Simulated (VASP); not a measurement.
Set up this calculation in VASP 6.6.1, as the native input.

```
Task                   : single point
Functional             : PBE
Potentials or basis    : VASP PAW PBE potentials, release 64 (W_sv, Se)
Cutoff                 : 520 eV
k mesh                 : 6 × 6 × 2
Occupations            : gaussian, width 0.1 eV
Spin                   : no spin polarisation
Dipole correction      : no
Further INCAR settings : ALGO = Normal; EDIFF = 1e-06; NBANDS = 24
```

The structure of WSe3 lies in POSCAR:

```
WSe3
1.0
    3.0144172141      0.0000000000      0.0000000000
    0.0000000000      3.0144172141      0.0000000000
    0.0000000000      0.0000000000     11.1294069320
W Se
1 3
Direct
    0.5000000000      0.5000000000      0.5000000000
    0.0000000000      0.0000000000      0.3572164130
    0.0000000000      0.0000000000      0.6427835870
    0.0000000000      0.0000000000      0.0000000000
```

The cell was built from a structure type or drawn by symmetry, and may not be a known phase.

These files were run (other wordings do the same):

INCAR

```
PREC     = Accurate       # precision mode
ENCUT    = 520            # plane-wave cutoff, eV
EDIFF    = 1E-6           # SCF threshold, eV
ISMEAR   = 0              # smearing method
SIGMA    = 0.1            # smearing width, eV
LREAL    = False          # projectors in reciprocal space
LASPH    = True           # aspherical terms in the spheres
NELM     = 60             # most SCF steps
ALGO     = Normal         # electronic algorithm
ISIF     = 2              # what is computed and relaxed
LWAVE    = False          # write WAVECAR
LCHARG   = False          # write CHGCAR
GGA      = PE             # functional
NBANDS   = 24             # bands
```

KPOINTS

```
Automatic mesh
0
Gamma
  6 6 2
```

Potentials or basis: VASP PAW PBE potentials, release 64 (W_sv, Se).

Run with:

```bash
$ cat potpaw_PBE.64/W_sv/POTCAR potpaw_PBE.64/Se/POTCAR > POTCAR
$ mpirun -np 1 vasp_std > vasp.out
```

It gave:

The pressure is 0.3 GPa, the largest force is 0.029 eV/Å and the band gap on the k mesh is zero (bands 16 and 17 overlap by 0.93 eV).

Caveat: spin-orbit coupling is left out, which moves the levels of the heavy elements; this functional lacks dispersion, which binds the layers, so the pressure and a relaxed spacing across them are unreliable.

Run time: 19 s on 1 thread of Intel(R) Xeon(R) 6975P-C (Granite Rapids) (shared host), peak memory 0.22 GiB.
